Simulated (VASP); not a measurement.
# VN2 (I4/mcm) in VASP: further runs

The runs below take VN2 through single point, with PBE.

Program: VASP 6.6.1. These are calculated values, not measurements. Logs are shortened: lines on timing, memory, paths and dates and some standing lists are left out, and cuts for length are marked.

## (1) The cell of the first run

The structure is tetragonal, space group I4/mcm (No. 140). The conventional cell has a = 4.091 Å, b = 4.091 Å, c = 4.720 Å, α = 90.00°, β = 90.00°, γ = 90.00°. Within 2.7 Å of V (site symmetry 422) lie 8 N at 2.03 Å and 2 V at 2.36 Å. Within 1.8 Å of N (site symmetry m2m) lie 1 N at 1.31 Å.

## (2) Single point, PBE (strain -0.050 along x and y, -0.050 along z)

INCAR

```
  ALGO = Normal
  EDIFF = 1E-6
  ENCUT = 520
  GGA = PE
  ISIF = 2
  ISMEAR = 0
  LASPH = T
  LCHARG = F
  LREAL = F
  LWAVE = F
  NBANDS = 32
  NELM = 100
  PREC = Accurate
  SIGMA = 0.15
```

KPOINTS

```
k-points
0
Gamma
  16 16 16
```

POSCAR

```
VN2
1.0
   -2.0456815399      2.0456815399      2.3600290217
    2.0456815399     -2.0456815399      2.3600290217
    2.0456815399      2.0456815399     -2.3600290217
V N
2 4
Direct
    0.2500000000      0.2500000000      0.0000000000
    0.7500000000      0.7500000000      0.0000000000
    0.1135731475      0.6135731475      0.7271462950
    0.6135731475      0.8864268525      0.5000000000
    0.8864268525      0.3864268525      0.2728537050
    0.3864268525      0.1135731475      0.5000000000
```

Potentials or basis: VASP PAW PBE potentials, release 64 (V_sv, N).

Command:

```sh
> cat potpaw_PBE.64/V_sv/POTCAR potpaw_PBE.64/N/POTCAR > POTCAR
> mpirun -np 1 vasp_std > vasp.out
```

OUTCAR:

```text
EDIFF = 1E-6
   ENCUT = 520
   GGA = PE
   ISIF = 2
   ISMEAR = 0
   LASPH = T
   LREAL = F
   NELM = 100
   PREC = Accurate

 ion  position               nearest neighbor table
   1  0.250  0.250  0.000-   5 2.03   3 2.03   5 2.03   6 2.03   6 2.03   3 2.03   4 2.03   4 2.03
                             2 2.36   2 2.36   2 2.89   2 2.89   2 2.89   2 2.89
   2  0.750  0.750  0.000-   5 2.03   3 2.03   4 2.03   5 2.03   4 2.03   3 2.03   6 2.03   6 2.03
                             1 2.36   1 2.36   1 2.89   1 2.89   1 2.89   1 2.89
   3  0.114  0.614  0.727-   5 1.31   1 2.03   1 2.03   2 2.03   2 2.03
   4  0.614  0.886  0.500-   6 1.31   2 2.03   2 2.03   1 2.03   1 2.03
   5  0.886  0.386  0.273-   3 1.31   2 2.03   1 2.03   2 2.03   1 2.03
   6  0.386  0.114  0.500-   4 1.31   1 2.03   1 2.03   2 2.03   2 2.03

  LATTYP: Found a body centered tetragonal cell.
 ALAT       =     4.0913630798
 C/A-ratio  =     1.1536639382

  Lattice vectors:

 A1 = (  -2.0456815399,   2.0456815399,   2.3600290217)
 A2 = (   2.0456815399,  -2.0456815399,   2.3600290217)
 A3 = (   2.0456815399,   2.0456815399,  -2.3600290217)

Analysis of symmetry for initial positions (statically):
=====================================================================
 Subroutine PRICEL returns:
 Original cell was already a primitive cell.

 Routine SETGRP: Setting up the symmetry group for a
 body centered tetragonal supercell.

 Subroutine GETGRP returns: Found 16 space group operations
 (whereof  8 operations were pure point group operations)
 out of a pool of 16 trial point group operations.

The static configuration has the point symmetry C_4h.
 The point group associated with its full space group is D_4h.

Analysis of symmetry for dynamics (positions and initial velocities):
=====================================================================
 Subroutine PRICEL returns:
 Original cell was already a primitive cell.

 Routine SETGRP: Setting up the symmetry group for a
 body centered tetragonal supercell.

 Subroutine GETGRP returns: Found 16 space group operations
 (whereof  8 operations were pure point group operations)
 out of a pool of 16 trial point group operations.

The dynamic configuration has the point symmetry C_4h.
 The point group associated with its full space group is D_4h.

 Subroutine INISYM returns: Found 16 space group operations
 (whereof  8 operations are pure point group operations),
 and found     1 'primitive' translations

----------------------------------------------------------------------------------------

                                     Primitive cell

  volume of cell :      39.5051

  direct lattice vectors                    reciprocal lattice vectors
    -2.045681540  2.045681540  2.360029022     0.000000000  0.244417320  0.211861801
     2.045681540 -2.045681540  2.360029022     0.244417320  0.000000000  0.211861801
     2.045681540  2.045681540 -2.360029022     0.244417320  0.244417320  0.000000000

  length of vectors
     3.733545622  3.733545622  3.733545622     0.323458265  0.323458265  0.345658289

  position of ions in fractional coordinates (direct lattice)
     0.250000000  0.250000000  0.000000000
     0.750000000  0.750000000  0.000000000
     0.113573147  0.613573147  0.727146295
     0.613573147  0.886426853  0.500000000
     0.886426853  0.386426853  0.272853705
     0.386426853  0.113573147  0.500000000

  ion indices of the primitive-cell ions
   primitive index   ion index
                 1           1
                 2           2
                 3           3
                 4           4
                 5           5
                 6           6

----------------------------------------------------------------------------------------

 KPOINTS: k-points

Automatic generation of k-mesh.
 Grid dimensions read from file:
 generate k-points for:   16   16   16

 Generating k-lattice:

  Cartesian coordinates                     Fractional coordinates (reciprocal lattice)
     0.000000000  0.015276083  0.013241363     0.062500000 -0.000000000  0.000000000
     0.015276083  0.000000000  0.013241363    -0.000000000  0.062500000  0.000000000
     0.015276083  0.015276083  0.000000000     0.000000000  0.000000000  0.062500000

  Length of vectors
     0.020216142  0.020216142  0.021603643

  Shift w.r.t. Gamma in fractional coordinates (k-lattice)
     0.000000000  0.000000000  0.000000000

 Subroutine IBZKPT returns following result:
 ===========================================

 Found    349 irreducible k-points:

 Following reciprocal coordinates:
            Coordinates               Weight
  0.000000  0.000000  0.000000      1.000000
  0.062500  0.000000  0.000000      8.000000
  0.125000  0.000000  0.000000      8.000000
  0.187500  0.000000  0.000000      8.000000
  0.250000  0.000000  0.000000      8.000000
  0.312500  0.000000 -0.000000      8.000000
[... 16 lines left out ...]
 -0.125000  0.062500  0.000000     16.000000
 -0.062500  0.062500  0.000000      4.000000
 [... further k-points ...]
   k-points           NKPTS =    349   k-points in BZ     NKDIM =    349   number of bands    NBANDS=     32
   number of dos      NEDOS =    301   number of ions     NIONS =      6
   total plane-waves  NPLWV =  21952
   dimension x,y,z NGX =    28 NGY =   28 NGZ =   28
   dimension x,y,z NGXF=    56 NGYF=   56 NGZF=   56
   ions per type =               2   4
   NGX,Y,Z   is equivalent  to a cutoff of  12.47, 12.47, 12.47 a.u.
   NGXF,Y,Z  is equivalent  to a cutoff of  24.94, 24.94, 24.94 a.u.
 SYSTEM =  unknown system
   PREC   = accura    normal or accurate (medium, high low for compatibility)
   ISTART =      0    job   : 0-new  1-cont  2-samecut
   ICHARG =      2    charge: 1-file 2-atom 10-const
   ISPIN  =      1    spin polarized calculation?
   LNONCOLLINEAR =      F non collinear calculations
   LSORBIT =      F    spin-orbit coupling
   LASPH  =      T    aspherical Exc in radial PAW
   ENCUT  =  520.0 eV  38.22 Ry    6.18 a.u.   6.94  6.94  6.94*2*pi/ulx,y,z
   NELM   =    100;   NELMIN=  2; NELMDL= -5     # of ELM steps
   EDIFF  = 0.1E-05   stopping-criterion for ELM
   LREAL  =      F    real-space projection
   EDIFFG = 0.1E-04   stopping-criterion for IOM
   NSW    =      0    number of steps for IOM
   IBRION =     -1    ionic relax: 0-MD 1-quasi-New 2-CG
   NFREE  =      0    steps in history (QN), initial steepest desc. (CG)
   ISIF   =      2    stress and relaxation
   ISYM   =      2    0-nonsym 1-usesym 2-fastsym
   POTIM  = 0.5000    time-step for ionic-motion
   TEBEG  =    0.0;   TEEND  =   0.0 temperature during run
   PSTRESS=    0.0 pullay stress
   NELECT =      46.0000    total number of electrons
   NUPDOWN=      -1.0000    fix difference up-down
   EMIN   =  10.00;   EMAX   =-10.00  energy-range for DOS
   EFERMI =   0.00;   METHOD = LEGACY
   ISMEAR =     0;   SIGMA  =   0.15  broadening in eV -4-tet -1-fermi 0-gaus
   EFERMI_NEDOS =   21; number of points for ismear=-14 and -15
   IALGO  =     38    algorithm
   IMIX   =      4    mixing-type and parameters
     AMIX     =   0.40;   BMIX     =  1.00
     AMIX_MAG =   1.60;   BMIX_MAG =  1.00
  volume/ion in A,a.u.               =       6.58        44.43
  Fermi-wavevector in a.u.,A,eV,Ry     =   1.722303  3.254681 40.359354  2.966329
  Thomas-Fermi vector in A             =   2.798393
   LORBIT       =      0    0 simple, 1 ext, 2 COOP (PROOUT), +10 PAW based schemes
   GGA     = PE    functional components
   LHFCALC =     F    Hartree Fock is set to
   AEXX    =    0.0000 exact exchange contribution
   IVDW    =     0    specifies the selected vdW correction
   LEPSILON=     F    determine dielectric tensor
   LRPA    =     F    only Hartree local field effects (RPA)
 non-spin polarized calculation
 Gauss-broadening in eV      SIGMA  =   0.15
  energy-cutoff  :      520.00
  volume of cell :       39.51
 maximum number of plane-waves:      1094
   NGX = 13   NGY = 13   NGZ = 13

 number of electron      46.0000011 magnetization

 Free energy of the ion-electron system (eV)
  ---------------------------------------------------
  ext. energy  EPLUGINS =         0.00000000
  ---------------------------------------------------
  free energy    TOTEN  =       -52.04446927 eV

  energy without entropy =      -52.02545109  energy(sigma->0) =      -52.03496018

 E-fermi :  14.1267     XC(G=0): -14.5804

 val. band max:       14.1240424745   @ k =   0.4375   0.0625   0.0625
 cond. band min:      14.1334790493   @ k =  -0.3125   0.3750   0.2500
 fundamental gap:      0.0094365748
 Fermi energy:        14.1266705304

 k-point     1 :       0.0000    0.0000    0.0000
  band No.  band energies     occupation
      1     -51.5767      2.00000
      2     -51.2754      2.00000
      3     -25.9524      2.00000
      4     -25.4392      2.00000
      5     -25.4392      2.00000
      6     -25.4214      2.00000
[... 24 lines left out ...]
     31      17.0277      0.00000
     32      19.5198      0.00000

 k-point     2 :       0.0625    0.0000    0.0000
  band No.  band energies     occupation
      1     -51.5737      2.00000
      2     -51.2783      2.00000
      3     -25.9408      2.00000
      4     -25.4401      2.00000
      5     -25.4397      2.00000
      6     -25.4232      2.00000
[... 24 lines left out ...]
     31      17.1234      0.00000
     32      19.4431      0.00000
[... 733 lines left out ...]
     31      17.3189      0.00000
     32      19.2373      0.00000

 k-point    24 :      -0.0625    0.0625    0.0000
  band No.  band energies     occupation
      1     -51.5755      2.00000
      2     -51.2764      2.00000
      3     -25.9551      2.00000
      4     -25.4409      2.00000
      5     -25.4356      2.00000
      6     -25.4298      2.00000
[... 24 lines left out ...]
     31      17.1382      0.00000
     32      19.4124      0.00000

 [... further k-points ...]

------------------------ aborting loop because EDIFF is reached ----------------------------------------

  FORCE on cell =-STRESS in cart. coord.  units (eV):
  Direction    XX          YY          ZZ          XY          YZ          ZX
  --------------------------------------------------------------------------------------
  -------------------------------------------------------------------------------------
  Total       18.5737868     18.5737868     16.0828532      0.0000000      0.0000000      0.0000000
  in kB      753.2821086    753.2821086    652.2593202      0.0000000      0.0000000      0.0000000
  external PRESSURE =     719.6078458 kB  Pullay stress =       0.0000000 kB

 VOLUME and BASIS-vectors are now :
 -----------------------------------------------------------------------------
  energy-cutoff  :      520.00
  volume of cell :       39.51
      direct lattice vectors                 reciprocal lattice vectors
    -2.045681540  2.045681540  2.360029022     0.000000000  0.244417320  0.211861801
     2.045681540 -2.045681540  2.360029022     0.244417320  0.000000000  0.211861801
     2.045681540  2.045681540 -2.360029022     0.244417320  0.244417320  0.000000000

 POSITION                                       TOTAL-FORCE (eV/Angst)
 -----------------------------------------------------------------------------------
      0.00000      0.00000      1.18001        -0.000000      0.000000     -0.000000
      0.00000      0.00000      3.54004        -0.000000      0.000000     -0.000000
      2.51035      0.46467      0.00000         1.047785      1.047785      0.000000
      1.58101      0.46467      2.36003        -1.047785      1.047785     -0.000000
     -0.46467      1.58101      2.36003        -1.047785     -1.047785      0.000000
      0.46467      1.58101      0.00000         1.047785     -1.047785     -0.000000
 -----------------------------------------------------------------------------------
    total drift:                               -0.000000     -0.000000      0.000000

  FREE ENERGIE OF THE ION-ELECTRON SYSTEM (eV)
  ---------------------------------------------------
  free  energy   TOTEN  =       -52.0444692698 eV

  energy  without entropy=      -52.0254510926  energy(sigma->0) =      -52.03496018
```

Wall time 6.8 min (1 thread of Intel Xeon Platinum 8259CL at 2.50GHz (Skylake/Cascade Lake), shared host); peak memory 0.43 GiB.

Results:

```yaml
Free_energy: -52.0445 eV
Pressure: 72.0 GPa
Largest_force: 1.482 eV/Å
Band_gap_on_the_k_mesh: zero (band 23 reaches 14.34 eV, above the bottom of band 24 at 13.90 eV)
```

Forces on the atoms (eV/Å):
```
V    0.000  0.000  0.000
V    0.000  0.000  0.000
N    1.048  1.048  0.000
N   -1.048  1.048  0.000
N   -1.048 -1.048  0.000
N    1.048 -1.048  0.000
```

Caveat: the cell differs from its parent crystal (strain -0.050 along x and y, -0.050 along z); the run has no spin polarisation, though such a crystal can be magnetic; forces of over 1 eV/Å act on the atoms, so gaps and moduli don't describe the material at rest.

(Continued in part 2 of 2.)
